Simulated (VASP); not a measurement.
Set up this calculation in VASP 6.6.1, as the native input.

- Task: single point
- Functional: PBE
- Potentials or basis: VASP PAW PBE potentials, release 64 (Mo_sv, W_sv, C)
- Cutoff: 600 eV
- k mesh: 5 × 5 × 3
- Occupations: gaussian, width 0.2 eV
- Spin: no spin polarisation
- Dipole correction: no
- Further INCAR settings: ALGO = Normal; EDIFF = 1e-06; NBANDS = 38

The structure of MoW2C4 lies in POSCAR:

```
MoW2C4
1.0
    4.3380683108      0.0000000000      0.0000000000
   -2.1690341554      3.7568773605      0.0000000000
    0.0000000000      0.0000000000      5.4464092549
Mo W C
1 2 4
Direct
    0.0000000000      0.0000000000      0.5000000000
    0.3333333333      0.6666666667      0.0000000000
    0.6666666667      0.3333333333      0.0000000000
    0.3333333333      0.6666666667      0.3795559763
    0.3333333333      0.6666666667      0.6204440237
    0.6666666667      0.3333333333      0.6204440237
    0.6666666667      0.3333333333      0.3795559763
```

The cell was built from a structure type or drawn by symmetry, and may not be a known phase.

These files were run (other wordings do the same):

INCAR

```
PREC = Accurate
ENCUT = 600
EDIFF = 1E-6
ISMEAR = 0
SIGMA = 0.2
LREAL = F
LASPH = T
NELM = 120
ALGO = Normal
ISIF = 2
LWAVE = F
LCHARG = F
GGA = PE
NBANDS = 38
GGA_COMPAT = F
```

KPOINTS

```
Automatic mesh
0
Gamma
  5 5 3
```

Potentials or basis: VASP PAW PBE potentials, release 64 (Mo_sv, W_sv, C).

Launch:

```sh
$ cat potpaw_PBE.64/Mo_sv/POTCAR potpaw_PBE.64/W_sv/POTCAR potpaw_PBE.64/C/POTCAR > POTCAR
$ mpirun -np 1 vasp_std > vasp.out
```

Results of the run:

```
Pressure               : 0.6 GPa
Largest force          : 0.137 eV/Å
Band gap on the k mesh : zero (bands 29 and 30 overlap by 0.28 eV)
```

Caveat: the k points lie up to 0.38 Å⁻¹ apart; spin-orbit coupling is left out, which moves the levels of the heavy elements.

Wall time 35 s on 1 thread of Intel(R) Xeon(R) Platinum 8559C (Emerald Rapids), on a shared host, peak memory 0.25 GiB.
